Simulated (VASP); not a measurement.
# C (P1) in VASP: further runs

Runs on C. Level: PBE. Tasks: single point.

Program: VASP 6.6.1. These are calculated values, not measurements. Logs are shortened: lines on timing, memory, paths and dates and some standing lists are left out, and cuts for length are marked.

### Step 1. The cell of the first run

The typed cell holds 9 atoms: a = 3.669 Å, b = 4.337 Å, c = 4.069 Å, α = 117.99°, β = 88.00°, γ = 94.12°.

### Step 2. Single point, PBE

File INCAR:

```
SYSTEM = C
ALGO = Normal
EDIFF = 1E-6
ENCUT = 520
GGA = PE
ISIF = 2
ISMEAR = 0
LASPH = .True.
LCHARG = .False.
LREAL = .False.
LWAVE = .False.
NBANDS = 28
NELM = 80
PREC = Accurate
SIGMA = 0.2
```

File KPOINTS:

```
k-points
0
Gamma
  6 6 6
  0 0 0
```

File POSCAR:

```
C
1.0
   -0.1294381889     -0.0036302192      3.6664520783
    4.3315092307      0.1541550003     -0.1584713541
   -2.0348689528      3.5225609776      0.0737140692
C
9
Direct
    0.5244104824      0.6278128390      0.1823415520
    0.2318604384      0.6818037340      0.4752749289
    0.8459324709      0.5129956924      0.3142506714
    0.4430085897      0.3212007549      0.7909474069
    0.7762110082      0.4959060430      0.6758643958
    0.1539952013      0.3675788853      0.5672851872
    0.6763328036      0.8592110958      0.0019016924
    0.3402426858      0.0004334519      0.8473101414
    1.0080063198      0.1330575038      0.1448240239
```

Potentials or basis: VASP PAW PBE potentials, release 64 (C).

On the command line:

```bash
$ cat potpaw_PBE.64/C/POTCAR > POTCAR
$ mpirun -np 1 vasp_std > vasp.out
```

OUTCAR:

```text
SYSTEM = C
   EDIFF = 1E-6
   ENCUT = 520
   GGA = PE
   ISIF = 2
   ISMEAR = 0
   LASPH = .True.
   LREAL = .False.
   NELM = 80
   PREC = Accurate

 ion  position               nearest neighbor table
   1  0.524  0.628  0.182-   3 1.52   2 1.52   4 1.54   7 1.56   5 2.06
   2  0.232  0.682  0.475-   1 1.52   8 1.54   3 1.56   6 1.58
   3  0.846  0.513  0.314-   1 1.52   5 1.52   2 1.56   9 1.61   6 1.88
   4  0.443  0.321  0.791-   6 1.50   8 1.53   1 1.54   5 1.56
   5  0.776  0.496  0.676-   6 1.50   3 1.52   4 1.56   7 1.57   1 2.06
   6  0.154  0.368  0.567-   4 1.50   5 1.50   2 1.58   9 1.62   3 1.88
   7  0.676  0.859  0.002-   9 1.56   1 1.56   5 1.57   8 1.68
   8  0.340  0.000  0.847-   4 1.53   2 1.54   9 1.62   7 1.68
   9  0.008  0.133  0.145-   7 1.56   3 1.61   6 1.62   8 1.62

  LATTYP: Found a triclinic cell.
 ALAT       =     4.3358944574
 B/A-ratio  =     1.9102126096
 C/A-ratio  =     0.9383830087
 COS(alpha) =     0.0151339849
 COS(beta)  =     0.4688834706
 COS(gamma) =     0.7993642250

  Lattice vectors:

 A1 = (  -2.2966402779,  -3.6767159779,   0.0847572849)
 A2 = (  -6.4987113197,  -3.8272407590,  -3.4232234393)
 A3 = (   2.0348689528,  -3.5225609776,  -0.0737140692)

Analysis of symmetry for initial positions (statically):
=====================================================================
 Subroutine PRICEL returns:
 Original cell was already a primitive cell.

 Routine SETGRP: Setting up the symmetry group for a
 triclinic supercell.

 Subroutine GETGRP returns: Found  1 space group operations
 (whereof  1 operations were pure point group operations)
 out of a pool of  2 trial point group operations.

The static configuration has the point symmetry C_1 .

Analysis of symmetry for dynamics (positions and initial velocities):
=====================================================================
 Subroutine PRICEL returns:
 Original cell was already a primitive cell.

 Routine SETGRP: Setting up the symmetry group for a
 triclinic supercell.

 Subroutine GETGRP returns: Found  1 space group operations
 (whereof  1 operations were pure point group operations)
 out of a pool of  2 trial point group operations.

The dynamic configuration has the point symmetry C_1 .

 Subroutine INISYM returns: Found  1 space group operations
 (whereof  1 operations are pure point group operations),
 and found     1 'primitive' translations

----------------------------------------------------------------------------------------

                                     Primitive cell

  volume of cell :      57.0191

  direct lattice vectors                    reciprocal lattice vectors
    -0.129438189 -0.003630219  3.666452078     0.009989428  0.000055688  0.273095951
     4.331509231  0.154155000 -0.158471354     0.226512944  0.130679115  0.008126063
    -2.034868953  3.522560978  0.073714069    -0.009902409  0.278165621 -0.000074172

  length of vectors
     3.668737966  4.337147582  4.068729686     0.273278594  0.261631760  0.278341833

  position of ions in fractional coordinates (direct lattice)
     0.524410482  0.627812839  0.182341552
     0.231860438  0.681803734  0.475274929
     0.845932471  0.512995692  0.314250671
     0.443008590  0.321200755  0.790947407
     0.776211008  0.495906043  0.675864396
     0.153995201  0.367578885  0.567285187
     0.676332804  0.859211096  0.001901692
     0.340242686  0.000433452  0.847310141
     0.008006320  0.133057504  0.144824024

  ion indices of the primitive-cell ions
   primitive index   ion index
                 1           1
                 2           2
                 3           3
                 4           4
                 5           5
                 6           6
                 7           7
                 8           8
                 9           9

----------------------------------------------------------------------------------------

 KPOINTS: k-points

Automatic generation of k-mesh.
 Grid dimensions read from file:
 generate k-points for:    6    6    6

 Generating k-lattice:

  Cartesian coordinates                     Fractional coordinates (reciprocal lattice)
     0.001664905  0.000009281  0.045515992     0.166666667 -0.000000000  0.000000000
     0.037752157  0.021779853  0.001354344    -0.000000000  0.166666667 -0.000000000
    -0.001650401  0.046360937 -0.000012362    -0.000000000  0.000000000  0.166666667

  Length of vectors
     0.045546432  0.043605293  0.046390306

  Shift w.r.t. Gamma in fractional coordinates (k-lattice)
     0.000000000  0.000000000  0.000000000

 Subroutine IBZKPT returns following result:
 ===========================================

 Found    112 irreducible k-points:

 Following reciprocal coordinates:
            Coordinates               Weight
  0.000000  0.000000  0.000000      1.000000
  0.166667 -0.000000  0.000000      2.000000
  0.333333 -0.000000  0.000000      2.000000
  0.500000 -0.000000  0.000000      1.000000
  0.000000  0.166667 -0.000000      2.000000
  0.166667  0.166667 -0.000000      2.000000
[... 16 lines left out ...]
  0.333333 -0.000000  0.166667      2.000000
  0.500000 -0.000000  0.166667      2.000000
 [... further k-points ...]
   k-points           NKPTS =    112   k-points in BZ     NKDIM =    112   number of bands    NBANDS=     28
   number of dos      NEDOS =    301   number of ions     NIONS =      9
   total plane-waves  NPLWV =  26880
   dimension x,y,z NGX =    28 NGY =   32 NGZ =   30
   dimension x,y,z NGXF=    56 NGYF=   64 NGZF=   60
   ions per type =               9
   NGX,Y,Z   is equivalent  to a cutoff of  12.69, 12.27, 12.26 a.u.
   NGXF,Y,Z  is equivalent  to a cutoff of  25.38, 24.53, 24.52 a.u.
 SYSTEM =  C
   PREC   = accura    normal or accurate (medium, high low for compatibility)
   ISTART =      0    job   : 0-new  1-cont  2-samecut
   ICHARG =      2    charge: 1-file 2-atom 10-const
   ISPIN  =      1    spin polarized calculation?
   LNONCOLLINEAR =      F non collinear calculations
   LSORBIT =      F    spin-orbit coupling
   LASPH  =      T    aspherical Exc in radial PAW
   ENCUT  =  520.0 eV  38.22 Ry    6.18 a.u.   6.82  8.06  7.57*2*pi/ulx,y,z
   NELM   =     80;   NELMIN=  2; NELMDL= -5     # of ELM steps
   EDIFF  = 0.1E-05   stopping-criterion for ELM
   LREAL  =      F    real-space projection
   EDIFFG = 0.1E-04   stopping-criterion for IOM
   NSW    =      0    number of steps for IOM
   IBRION =     -1    ionic relax: 0-MD 1-quasi-New 2-CG
   NFREE  =      0    steps in history (QN), initial steepest desc. (CG)
   ISIF   =      2    stress and relaxation
   ISYM   =      2    0-nonsym 1-usesym 2-fastsym
   POTIM  = 0.5000    time-step for ionic-motion
   TEBEG  =    0.0;   TEEND  =   0.0 temperature during run
   PSTRESS=    0.0 pullay stress
   NELECT =      36.0000    total number of electrons
   NUPDOWN=      -1.0000    fix difference up-down
   EMIN   =  10.00;   EMAX   =-10.00  energy-range for DOS
   EFERMI =   0.00;   METHOD = LEGACY
   ISMEAR =     0;   SIGMA  =   0.20  broadening in eV -4-tet -1-fermi 0-gaus
   EFERMI_NEDOS =   21; number of points for ismear=-14 and -15
   IALGO  =     38    algorithm
   IMIX   =      4    mixing-type and parameters
     AMIX     =   0.40;   BMIX     =  1.00
     AMIX_MAG =   1.60;   BMIX_MAG =  1.00
  volume/ion in A,a.u.               =       6.34        42.75
  Fermi-wavevector in a.u.,A,eV,Ry     =   1.404437  2.654000 26.836708  1.972442
  Thomas-Fermi vector in A             =   2.526998
   LORBIT       =      0    0 simple, 1 ext, 2 COOP (PROOUT), +10 PAW based schemes
   GGA     = PE    functional components
   LHFCALC =     F    Hartree Fock is set to
   AEXX    =    0.0000 exact exchange contribution
   IVDW    =     0    specifies the selected vdW correction
   LEPSILON=     F    determine dielectric tensor
   LRPA    =     F    only Hartree local field effects (RPA)
 non-spin polarized calculation
 Gauss-broadening in eV      SIGMA  =   0.20
  energy-cutoff  :      520.00
  volume of cell :       57.02
 maximum number of plane-waves:      1548
   NGX = 13   NGY = 17   NGZ = 15

 number of electron      36.0000001 magnetization

 Free energy of the ion-electron system (eV)
  ---------------------------------------------------
  ext. energy  EPLUGINS =         0.00000000
  ---------------------------------------------------
  free energy    TOTEN  =       -76.21430586 eV

  energy without entropy =      -76.21430586  energy(sigma->0) =      -76.21430586

 E-fermi :   8.7167     XC(G=0): -12.5022

 val. band max:        7.8762894783   @ k =   0.5000  -0.0000   0.0000
 cond. band min:      11.3527537647   @ k =   0.1667  -0.0000   0.0000
 fundamental gap:      3.4764642864
 Fermi energy:         8.7167081274

 k-point     1 :       0.0000    0.0000    0.0000
  band No.  band energies     occupation
      1     -13.1258      2.00000
      2      -7.9611      2.00000
      3      -5.7966      2.00000
      4      -5.1409      2.00000
      5      -5.0153      2.00000
      6      -4.1475      2.00000
[... 20 lines left out ...]
     27      18.7946      0.00000
     28      19.3675      0.00000

 k-point     2 :       0.1667   -0.0000    0.0000
  band No.  band energies     occupation
      1     -12.9084      2.00000
      2      -8.5668      2.00000
      3      -5.7628      2.00000
      4      -5.0576      2.00000
      5      -4.6166      2.00000
      6      -3.9617      2.00000
[... 20 lines left out ...]
     27      18.4745      0.00000
     28      19.1902      0.00000

 k-point     3 :       0.3333   -0.0000    0.0000
  band No.  band energies     occupation
      1     -12.2736      2.00000
      2      -9.8542      2.00000
      3      -5.4817      2.00000
      4      -4.6508      2.00000
      5      -4.0314      2.00000
      6      -3.4456      2.00000
[... 616 lines left out ...]
      3      -6.2643      2.00000
      4      -5.5889      2.00000
      5      -4.0497      2.00000
      6      -2.6193      2.00000
[... 20 lines left out ...]
     27      17.8495      0.00000
     28      18.5497      0.00000

 k-point    24 :       0.5000   -0.0000    0.1667
  band No.  band energies     occupation
      1     -11.3453      2.00000
      2     -10.7180      2.00000
      3      -6.1587      2.00000
      4      -5.0595      2.00000
      5      -4.0144      2.00000
      6      -3.3640      2.00000
[... 20 lines left out ...]
     27      18.0732      0.00000
     28      18.2172      0.00000

 [... further k-points ...]

------------------------ aborting loop because EDIFF is reached ----------------------------------------

  FORCE on cell =-STRESS in cart. coord.  units (eV):
  Direction    XX          YY          ZZ          XY          YZ          ZX
  --------------------------------------------------------------------------------------
  -------------------------------------------------------------------------------------
  Total        0.1888787      0.2015478      0.2110093      0.0077006      0.0039804      0.0342070
  in kB        5.3072926      5.6632810      5.9291386      0.2163796      0.1118452      0.9611797
  external PRESSURE =       5.6332374 kB  Pullay stress =       0.0000000 kB

 VOLUME and BASIS-vectors are now :
 -----------------------------------------------------------------------------
  energy-cutoff  :      520.00
  volume of cell :       57.02
      direct lattice vectors                 reciprocal lattice vectors
    -0.129438189 -0.003630219  3.666452078     0.009989428  0.000055688  0.273095951
     4.331509231  0.154155000 -0.158471354     0.226512944  0.130679115  0.008126063
    -2.034868953  3.522560978  0.073714069    -0.009902409  0.278165621 -0.000074172

 POSITION                                       TOTAL-FORCE (eV/Angst)
 -----------------------------------------------------------------------------------
      2.28046      0.73719      1.83668         0.009368      0.016628     -0.006370
      1.95611      1.77845      0.77709         0.023858      0.006562      0.010179
      1.47309      1.18298      3.04344         0.025294     -0.033692     -0.002100
     -0.27553      2.83407      1.63167        -0.012828     -0.014882      0.003772
      0.67225      2.45440      2.81717        -0.019750      0.013741     -0.034654
      0.41789      2.05440      0.54818        -0.028370      0.003499      0.016453
      3.63027      0.13670      2.34372         0.031924      0.029633     -0.002824
     -1.76633      2.98353      1.30987        -0.000269     -0.005686      0.005671
      0.28061      0.53063      0.01894        -0.029228     -0.015803      0.009875
 -----------------------------------------------------------------------------------
    total drift:                               -0.000160     -0.000020     -0.000018

  FREE ENERGIE OF THE ION-ELECTRON SYSTEM (eV)
  ---------------------------------------------------
  free  energy   TOTEN  =       -76.2143058572 eV

  energy  without entropy=      -76.2143058572  energy(sigma->0) =      -76.21430586
```

It took 68 s on 1 thread of Intel Xeon 6975P-C (Granite Rapids), shared host; peak memory 0.24 GiB.

What came out:

```
Free energy            : -76.2143 eV
Pressure               : 0.6 GPa
Largest force          : 0.044 eV/Å
Band gap on the k mesh : 3.48 eV, indirect (least direct gap 4.39 eV)
```

Forces in eV/Å, atoms in the order of the input:
```
C    0.009  0.017 -0.006
C    0.024  0.007  0.010
C    0.025 -0.034 -0.002
C   -0.013 -0.015  0.004
C   -0.020  0.014 -0.035
C   -0.028  0.003  0.016
C    0.032  0.030 -0.003
C    0.000 -0.006  0.006
C   -0.029 -0.016  0.010
```

Levels at points of the mesh, in eV from the valence-band top:
```
           k point  band 15  band 16  band 17  band 18  band 19  band 20  band 21  band 22
(0.00, 0.00, 0.00)    -3.69    -2.80    -2.71    -1.52     3.67     4.52     5.23     6.70
(0.50, 0.00, 0.00)    -2.52    -0.66    -0.26     0.00     4.39     6.68     7.47     7.60
(0.00, 0.50, 0.00)    -3.87    -3.25    -3.11    -2.39     5.26     5.47     5.89     6.18
(0.50, 0.50, 0.00)    -2.83    -2.43    -1.62    -1.59     4.65     5.18     6.03     6.81
(0.00, 0.00, 0.50)    -3.41    -3.04    -2.95    -1.33     4.25     4.99     6.10     6.88
(0.50, 0.00, 0.50)    -3.30    -2.46    -1.85    -1.01     5.10     6.09     6.23     6.61
(0.00, 0.50, 0.50)    -3.92    -2.80    -1.83    -1.48     3.95     5.16     5.54     7.36
(0.50, 0.50, 0.50)    -2.96    -2.55    -2.25    -0.94     4.89     6.12     6.44     6.82
```

A k mesh can miss the band edges. A hybrid or GW would open this gap; PBE tends to underestimate it.

### Step 3. Single point, PBE

File INCAR:

```
ALGO     = Normal         # electronic algorithm
EDIFF    = 1E-6           # SCF threshold, eV
ENCUT    = 520            # plane-wave cutoff, eV
GGA      = PE             # functional
ISIF     = 2              # what is computed and relaxed
ISMEAR   = 0              # smearing method
LASPH    = True           # aspherical terms in the spheres
LCHARG   = False          # write CHGCAR
LREAL    = False          # projectors in reciprocal space
LWAVE    = False          # write WAVECAR
NBANDS   = 28             # bands
NELM     = 80             # most SCF steps
PREC     = Accurate       # precision mode
SIGMA    = 0.02           # smearing width, eV
```

File KPOINTS:

```
k-points
0
Gamma
  6 6 6
```

File POSCAR:

```
C
1.0
    3.6690827844      0.0000571567      0.0004227609
   -0.1419255703      4.0660208909     -0.0000452004
   -0.1689785213     -2.0400967640      3.8219176698
C
9
Direct
    0.5244100849      0.4454590293      0.6278089940
    0.2318583031      0.2065120433      0.6817930987
    0.8459863852      0.1987733630      0.5129749887
    0.4430065168      0.5303008311      0.3212331400
    0.7761278178      0.8200814432      0.4959055070
    0.1539303169      0.8002702948      0.3675891840
    0.6763390210      0.8572772915      0.8593076421
    0.3402725801      0.1532172342      0.0004376320
    0.0080689743      0.9881084697      0.1329498135
```

Potentials or basis: VASP PAW PBE potentials, release 64 (C).

On the command line:

```bash
$ cat potpaw_PBE.64/C/POTCAR > POTCAR
$ mpirun -np 1 vasp_std > vasp.out
```

It took 65 s on 1 thread of Intel Xeon 6975P-C (Granite Rapids), shared host; peak memory 0.23 GiB.

It converged, with:

```yaml
Free_energy: -76.2143 eV
Pressure: 0.6 GPa
Largest_force: 0.040 eV/Å
Band_gap_on_the_k_mesh: 3.48 eV, indirect (least direct gap 4.38 eV)
```

Forces on the atoms (eV/Å):
```
C   -0.006 -0.008  0.015
C    0.009  0.010  0.023
C   -0.010  0.038  0.006
C    0.001  0.005 -0.020
C   -0.024 -0.027 -0.007
C    0.023 -0.016 -0.023
C   -0.006  0.003  0.026
C    0.004 -0.012 -0.002
C    0.008  0.007 -0.018
```

Levels at points of the mesh, in eV from the valence-band top:
```tsv
k point	band 14	band 15	band 16	band 17	band 18	band 19	band 20	band 21	band 22	band 23
(0.00, 0.00, 0.00)	-4.88	-3.70	-2.80	-2.71	-1.52	3.68	4.52	5.22	6.70	8.18
(0.50, 0.00, 0.00)	-4.20	-2.52	-0.66	-0.26	0.00	4.38	6.68	7.47	7.61	7.99
(0.00, 0.50, 0.00)	-4.29	-3.92	-2.80	-1.83	-1.49	3.95	5.16	5.53	7.36	7.72
(0.50, 0.50, 0.00)	-3.17	-2.96	-2.56	-2.25	-0.94	4.89	6.12	6.43	6.82	7.42
(0.00, 0.00, 0.50)	-4.12	-3.87	-3.25	-3.11	-2.39	5.26	5.46	5.89	6.18	7.02
(0.50, 0.00, 0.50)	-3.54	-2.83	-2.43	-1.62	-1.59	4.64	5.18	6.03	6.81	7.00
(0.00, 0.50, 0.50)	-3.94	-3.41	-3.04	-2.95	-1.33	4.25	4.98	6.10	6.88	7.52
(0.50, 0.50, 0.50)	-3.63	-3.30	-2.46	-1.85	-1.01	5.10	6.09	6.23	6.61	7.05
```

A k mesh can miss the band edges. PBE gaps usually lie below the measured ones, often by a third to a half.
